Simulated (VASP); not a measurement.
# NbAl2C2 (P-6m2) in VASP: notebook, part 2 of 2

VASP 6.6.1. The steps go on from the part before.

## Step 3: Relaxation of cell and atoms, PBE

This run uses another cell than the first one, of 15.50 Å³/atom, 0.920 times its volume.

Input file INCAR:

```
SYSTEM = NbAl2C2
ALGO = Normal
EDIFF = 1E-6
EDIFFG = -0.01
ENCUT = 600
GGA = PE
IBRION = 2
ISIF = 3
ISMEAR = 0
LASPH = .True.
LCHARG = .False.
LREAL = .False.
LWAVE = .False.
NELM = 60
NSW = 100
PREC = Accurate
SIGMA = 0.1
```

Input file KPOINTS:

```
k-points
0
Gamma
  18 18 4
  0 0 0
```

Input file POSCAR:

```
NbAl2C2
1.0
    2.6376989899      0.0000000000      0.0000000000
   -1.3188494949      2.2843143328      0.0000000000
    0.0000000000      0.0000000000     12.8588214926
Al Nb C
2 1 2
Direct
    0.6666666667      0.3333333333      0.8026769178
    0.6666666667      0.3333333333      0.1973230822
    0.0000000000      0.0000000000      0.0000000000
    0.0000000000      0.0000000000      0.5000000000
    0.3333333333      0.6666666667      0.5000000000
```

Potentials or basis: VASP PAW PBE potentials, release 64 (Al, Nb_sv, C).

Started as:

```bash
$ cat potpaw_PBE.64/Al/POTCAR potpaw_PBE.64/Nb_sv/POTCAR potpaw_PBE.64/C/POTCAR > POTCAR
$ mpirun -np 1 vasp_std > vasp.out
```

OUTCAR:

```text
SYSTEM = NbAl2C2
   EDIFF = 1E-6
   EDIFFG = -0.01
   ENCUT = 600
   GGA = PE
   IBRION = 2
   ISIF = 3
   ISMEAR = 0
   LASPH = .True.
   LREAL = .False.
   NELM = 60
   NSW = 100
   PREC = Accurate

 ion  position               nearest neighbor table
   1  0.667  0.333  0.803-   3 2.96   3 2.96   3 2.96
   2  0.667  0.333  0.197-   3 2.96   3 2.96   3 2.96
   3  0.000  0.000  0.000-   1 2.96   2 2.96   1 2.96   2 2.96   1 2.96   2 2.96
   4  0.000  0.000  0.500-   5 1.52   5 1.52   5 1.52
   5  0.333  0.667  0.500-   4 1.52   4 1.52   4 1.52

  LATTYP: Found a hexagonal cell.
 ALAT       =     2.6376989899
 C/A-ratio  =     4.8750147541

  Lattice vectors:

 A1 = (   2.6376989899,   0.0000000000,   0.0000000000)
 A2 = (  -1.3188494949,   2.2843143328,   0.0000000000)
 A3 = (   0.0000000000,   0.0000000000,  12.8588214926)

Analysis of symmetry for initial positions (statically):
=====================================================================
 Subroutine PRICEL returns:
 Original cell was already a primitive cell.

 Routine SETGRP: Setting up the symmetry group for a
 hexagonal supercell.

 Subroutine GETGRP returns: Found 12 space group operations
 (whereof 12 operations were pure point group operations)
 out of a pool of 24 trial point group operations.

The static configuration has the point symmetry D_3h.

Analysis of symmetry for dynamics (positions and initial velocities):
=====================================================================
 Subroutine PRICEL returns:
 Original cell was already a primitive cell.

 Routine SETGRP: Setting up the symmetry group for a
 hexagonal supercell.

 Subroutine GETGRP returns: Found 12 space group operations
 (whereof 12 operations were pure point group operations)
 out of a pool of 24 trial point group operations.

The dynamic configuration has the point symmetry D_3h.

[... 138 lines left out ...]
  energy-cutoff  :      600.00
  volume of cell :       77.48
 maximum number of plane-waves:      2612
 NGX is ok and might be reduce to    24
   NGX = 11   NGY = 11   NGZ = 51

--------------------------------------- Ionic step        1  -------------------------------------------

 number of electron      26.9999999 magnetization

 Free energy of the ion-electron system (eV)
  ---------------------------------------------------
  ext. energy  EPLUGINS =         0.00000000
  ---------------------------------------------------
  free energy    TOTEN  =       -34.54495467 eV

  energy without entropy =      -34.53312227  energy(sigma->0) =      -34.53903847

------------------------ aborting loop because EDIFF is reached ----------------------------------------

  FORCE on cell =-STRESS in cart. coord.  units (eV):
  Direction    XX          YY          ZZ          XY          YZ          ZX
  --------------------------------------------------------------------------------------
  -------------------------------------------------------------------------------------
  Total       -0.2377725     -0.2377725     -0.1892582     -0.0000000     -0.0000000      0.0000000
  in kB       -4.9168829     -4.9168829     -3.9136586     -0.0000000     -0.0000000      0.0000000
  external PRESSURE =      -4.5824748 kB  Pullay stress =       0.0000000 kB
[... 98 lines left out ...]
  FREE ENERGIE OF THE ION-ELECTRON SYSTEM (eV)
  ---------------------------------------------------
  free  energy   TOTEN  =       -34.5457720422 eV

  energy  without entropy=      -34.5340612116  energy(sigma->0) =      -34.53991663

 E-fermi :   6.7486     XC(G=0): -10.0345

 val. band max:        6.7450610163   @ k =   0.4444   0.1111   0.5000
 cond. band min:       6.7781305766   @ k =   0.0556   0.0556   0.0000
 fundamental gap:      0.0330695603
 Fermi energy:         6.7485782816

 k-point     1 :       0.0000    0.0000    0.0000
  band No.  band energies     occupation
      1     -47.9541      2.00000
      2     -24.1333      2.00000
      3     -22.5706      2.00000
      4     -22.5706      2.00000
      5     -11.7809      2.00000
      6      -3.0520      2.00000
[... 459 lines left out ...]
      6      -5.1171      2.00000
[... 9 lines left out ...]
     16       8.0563      0.00000
     17       8.4560      0.00000

 [... further k-points ...]

[... ionic steps 4 to 21 ...]

--------------------------------------- Ionic step       22  -------------------------------------------

 number of electron      26.9999999 magnetization

------------------------ aborting loop because EDIFF is reached ----------------------------------------
[... 73 lines left out ...]
--------------------------------------- Ionic step       24  -------------------------------------------

 number of electron      26.9999999 magnetization

 Free energy of the ion-electron system (eV)
  ---------------------------------------------------
  ext. energy  EPLUGINS =         0.00000000
  ---------------------------------------------------
  free energy    TOTEN  =       -34.55759042 eV

  energy without entropy =      -34.54744520  energy(sigma->0) =      -34.55251781

 E-fermi :   5.9894     XC(G=0):  -9.5326

 val. band max:        5.9834691087   @ k =   0.4444   0.1111   0.5000
 cond. band min:       6.0165205082   @ k =   0.0556   0.0556   0.0000
 fundamental gap:      0.0330513995
 Fermi energy:         5.9894415664

 k-point     1 :       0.0000    0.0000    0.0000
  band No.  band energies     occupation
      1     -48.7138      2.00000
      2     -24.8972      2.00000
      3     -23.3322      2.00000
      4     -23.3322      2.00000
      5     -12.4536      2.00000
      6      -3.8311      2.00000
[... 503 lines left out ...]
  FREE ENERGIE OF THE ION-ELECTRON SYSTEM (eV)
  ---------------------------------------------------
  free  energy   TOTEN  =       -34.5575904218 eV

  energy  without entropy=      -34.5474451987  energy(sigma->0) =      -34.55251781

 reached required accuracy - stopping structural energy minimisation
```

OSZICAR:

```text
N       E                     dE             d eps       ncg     rms          rms(c)
DAV:   1     0.206476940190E+03    0.20648E+03   -0.13930E+04  3774   0.159E+03
DAV:   2    -0.200386304677E+02   -0.22652E+03   -0.22192E+03  5074   0.447E+02
[... 229 lines left out ...]
       N       E                     dE             d eps       ncg     rms          rms(c)
DAV:   1    -0.345595901608E+02   -0.20683E-02   -0.40878E-02  5103   0.188E+00    0.224E-01
DAV:   2    -0.345602567433E+02   -0.66658E-03   -0.31300E-02  5545   0.892E-01    0.199E-01
DAV:   3    -0.345576641513E+02    0.25926E-02   -0.12244E-02  5234   0.451E-01    0.494E-02
DAV:   4    -0.345575901145E+02    0.74037E-04   -0.52208E-04  4642   0.167E-01    0.162E-02
DAV:   5    -0.345575898363E+02    0.27818E-06   -0.72046E-05  6830   0.547E-02    0.162E-02
DAV:   6    -0.345575904218E+02   -0.58547E-06   -0.32776E-06  4184   0.133E-02
  24 F= -.34557590E+02 E0= -.34552518E+02  d E =-.684873E-04
```

It took 44 min on 1 thread of Intel Xeon Platinum 8259CL at 2.50GHz (Skylake/Cascade Lake), shared host; peak memory 0.4 GiB.

What came out:

```yaml
Free_energy: -34.5576 eV
Relaxed_volume: 16.62 Å³/atom
Relaxed_cell: a = 2.638 Å, b = 2.638 Å, c = 13.791 Å, α = 90.00°, β = 90.00°, γ = 120.00°
Space_group_after_relaxing_to_0.05_Å: P-6m2 (No. 187)
Energy_gained_by_relaxing: 2.5 meV/atom
Ionic_steps: 24
Pressure_after_relaxing: 0.0 GPa
```

Forces on the atoms (eV/Å):
```
Al   0.000  0.000 -0.003
Al   0.000  0.000  0.003
Nb   0.000  0.000  0.000
C    0.000  0.000  0.000
C    0.000  0.000  0.000
```

The path:
| step | energy change (eV) | largest force (eV/Å) | pressure (GPa) | volume (Å³) |
| --- | --- | --- | --- | --- |
| 1 | 0.0000 | 0.1029 | -0.46 | 77.48 |
| 2 | -0.0006 | 0.0551 | 0.56 | 76.98 |
| 3 | -0.0008 | 0.0715 | 0.22 | 77.15 |
| 4 | -0.0016 | 0.0506 | 0.17 | 77.17 |
| 5 | -0.0019 | 0.0224 | 0.13 | 77.21 |
| 6 | -0.0026 | 0.0233 | 0.13 | 77.39 |
| 7 | -0.0046 | 0.0266 | -0.06 | 77.92 |
| 8 | -0.0074 | 0.0321 | -0.30 | 79.00 |
| 9 | -0.0102 | 0.0405 | -0.71 | 81.15 |
| 10 | -0.0106 | 0.0363 | -0.58 | 81.19 |
| 11 | -0.0116 | 0.0244 | -0.18 | 81.29 |
| 12 | -0.0113 | 0.0004 | 0.62 | 81.50 |
| 13 | -0.0118 | 0.0150 | 0.10 | 81.37 |
| 14 | -0.0118 | 0.0160 | 0.09 | 81.36 |
| 15 | -0.0118 | 0.0156 | 0.11 | 81.37 |
| 16 | -0.0119 | 0.0142 | 0.12 | 81.41 |
| 17 | -0.0120 | 0.0107 | 0.14 | 81.53 |
| 18 | -0.0122 | 0.0056 | 0.13 | 81.78 |
| 19 | -0.0124 | 0.0064 | 0.17 | 82.28 |
| 20 | -0.0124 | 0.0328 | 0.24 | 83.27 |
| 21 | -0.0125 | 0.0187 | 0.19 | 82.73 |
| 22 | -0.0124 | 0.0007 | -0.25 | 83.32 |
| 23 | -0.0126 | 0.0104 | -0.01 | 83.00 |
| 24 | -0.0126 | 0.0027 | 0.01 | 83.11 |

Final structure:
```
Al Nb C
1.0
     2.63791    0.00000    0.00000
    -1.31895    2.28450    0.00000
     0.00000    0.00000   13.79126
Al Nb C
2 1 2
Direct
  0.66667 0.33333 0.81805
  0.66667 0.33333 0.18195
  0.00000 0.00000 0.00000
  0.00000 0.00000 0.50000
  0.33333 0.66667 0.50000
```

Levels at points of the mesh, in eV from the Fermi level:
```
           k point  band 10  band 11  band 12  band 13  band 14  band 15  band 16  band 17
(0.00, 0.00, 0.00)    -3.55    -3.55    -2.94    -2.56     0.49     0.49     2.57     4.17
(0.50, 0.00, 0.00)    -3.35    -2.89    -2.48    -2.23    -0.22     1.06     1.76     2.70
(0.00, 0.00, 0.50)    -3.55    -3.55    -2.90    -2.64     0.49     0.49     3.21     3.30
(0.50, 0.00, 0.50)    -3.36    -2.87    -2.49    -2.23    -0.20     1.00     1.80     2.70
```

## Step 4: Relaxation of cell and atoms, PBE

Input file INCAR:

```
ALGO     = Normal         # electronic algorithm
EDIFF    = 1E-7           # SCF threshold, eV
EDIFFG   = -0.01          # ionic threshold
ENCUT    = 600            # plane-wave cutoff, eV
GGA      = PE             # functional
IBRION   = 2              # ionic algorithm
ISIF     = 3              # what is computed and relaxed
ISMEAR   = 0              # smearing method
LASPH    = T              # aspherical terms in the spheres
LCHARG   = F              # write CHGCAR
LREAL    = F              # projectors in reciprocal space
LWAVE    = F              # write WAVECAR
NELM     = 100            # most SCF steps
NSW      = 100            # ionic steps
PREC     = Accurate       # precision mode
SIGMA    = 0.1            # smearing width, eV
```

Input file KPOINTS:

```
k-points
0
Gamma
  18 18 4
```

Input file POSCAR:

```
NbAl2C2
1.0
    2.6377391591      0.0000000000      0.0000000000
   -1.3188695795      2.2843491203      0.0000000000
    0.0000000000      0.0000000000     13.9774350341
Al Nb C
2 1 2
Direct
    0.6666666667      0.3333333333      0.8202604637
    0.6666666667      0.3333333333      0.1797395363
    0.0000000000      0.0000000000      0.0000000000
    0.0000000000      0.0000000000      0.5000000000
    0.3333333333      0.6666666667      0.5000000000
```

Started as:

```bash
$ cat potpaw_PBE.64/Al/POTCAR potpaw_PBE.64/Nb_sv/POTCAR potpaw_PBE.64/C/POTCAR > POTCAR
$ mpirun -np 1 vasp_std > vasp.out
```

It took 8.1 min on 1 thread of Intel Xeon Platinum 8259CL at 2.50GHz (Skylake/Cascade Lake), shared host; peak memory 0.39 GiB.

Results (log left out):

- Free energy: -34.5606 eV
- Relaxed volume: 16.83 Å³/atom
- Relaxed cell: a = 2.637 Å, b = 2.637 Å, c = 13.971 Å, α = 90.00°, β = 90.00°, γ = 120.00°
- Space group after relaxing (to 0.05 Å): P-6m2 (No. 187)
- Energy gained by relaxing: 0.0 meV/atom
- Ionic steps: 3
- Pressure after relaxing: 0.0 GPa

Stress tensor (GPa, compression positive):
```
 0.07  0.00  0.00
 0.00  0.07  0.00
 0.00  0.00 -0.05
```

Final structure:
```cif
data_structure
_symmetry_space_group_name_H-M 'P 1'
_symmetry_Int_Tables_number 1
_cell_length_a 2.6371
_cell_length_b 2.6371
_cell_length_c 13.9706
_cell_angle_alpha 90.000
_cell_angle_beta 90.000
_cell_angle_gamma 120.000
_cell_volume 84.14
loop_
_atom_site_label
_atom_site_type_symbol
_atom_site_fract_x
_atom_site_fract_y
_atom_site_fract_z
_atom_site_occupancy
Al1 Al 0.66667 0.33333 0.82028 1
Al2 Al 0.66667 0.33333 0.17972 1
Nb1 Nb 0.00000 0.00000 0.00000 1
C1 C 0.00000 0.00000 0.50000 1
C2 C 0.33333 0.66667 0.50000 1
```

Levels at points of the mesh, in eV from the Fermi level:
```
           k point  band 12  band 13  band 14  band 15  band 16  band 17
(0.00, 0.00, 0.00)    -2.95    -2.57     0.49     0.49     2.55     4.09
(0.50, 0.00, 0.00)    -2.46    -2.23    -0.22     1.09     1.76     2.70
(0.00, 0.00, 0.50)    -2.91    -2.64     0.49     0.49     3.15     3.25
(0.50, 0.00, 0.50)    -2.47    -2.23    -0.20     1.04     1.79     2.70
```

## Step 5: Overview

| task | cell | cutoff (eV) | gap on the mesh (eV) | pressure (GPa) | relaxed volume (Å³/atom) |
| --- | --- | --- | --- | --- | --- |
| single point | a = 2.638, b = 2.638, c = 13.977 Å, angles 90.0, 90.0, 120.0°, 5 atoms | 520 | none | 0.0 | - |
| relaxation of cell and atoms | relaxed from a = 2.638, b = 2.638, c = 12.859 Å, angles 90.0, 90.0, 120.0°, 5 atoms | 600 | none | 0.0 | 16.62 |
| relaxation of cell and atoms | relaxed from a = 2.638, b = 2.638, c = 13.977 Å, angles 90.0, 90.0, 120.0°, 5 atoms | 600 | none | 0.0 | 16.83 |

Alike in all rows: level PBE; potentials or basis VASP PAW PBE potentials, release 64 (Al, Nb_sv, C); no spin polarisation; k mesh 18 × 18 × 4; smearing gaussian 0.1 eV.

Absolute energies hang on the potentials; compare differences alone.
